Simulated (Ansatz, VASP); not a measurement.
## C3N: VASP beside Ansatz

```xyz
8
Lattice="4.9672 0.0000 0.0000 -2.4836 4.3017 0.0000 0.0000 0.0000 2.2944" Properties=species:S:1:pos:R:3 pbc="T T T"
C     0.0000    1.3586    0.5736
C    -1.3070    3.6224    0.5736
C     1.3070    3.6224    0.5736
C     2.4836    2.9432    1.7208
C     3.7906    0.6793    1.7208
C     1.1765    0.6793    1.7208
N     0.0000    2.8678    1.7208
N     2.4836    1.4339    0.5736
```

Change from the starting cell: species swapped into the InRh3 type (P6_3/mmc, No. 194).

Alike in both runs: task single point; functional PBE; k mesh 6 × 6 × 8; occupations gaussian, width 0.1 eV; collinear spin.

|  | VASP | Ansatz |
| --- | --- | --- |
| version | VASP 6.6.1 | Ansatz 0.2.0 |
| potentials or method | VASP PAW PBE potentials, release 64 (C, N), cutoff 520 eV | scalar-relativistic, plane waves, PAW |
| valence electrons in the cell | 34 | 34 |

Ansatz gave:

| Quantity | Value |
| --- | --- |
| gap on the k mesh at the Fermi level (eV) | none |
| pressure (GPa) | 0.2 |
| traceless stress, the component that is largest in VASP (GPa) | 2.96 |
| rms of the force components (eV/Å) | 0.125 |
| net moment per atom (μB) | 0.00 |

What did VASP give for the same quantities?

gap on the k mesh at the Fermi level (eV): none; pressure (GPa): 0.4; traceless stress, the component that is largest in VASP (GPa): 3.06; rms of the force components (eV/Å): 0.121; net moment per atom (μB): 0.00.

Atom by atom the forces differ by 0.004 eV/Å (rms over components). A gap of «none» marks a metal or a gap that the smearing closes. With one functional, cell and mesh, what is left measures potentials, basis and numerics. Ansatz's warnings: seeded moment not kept.
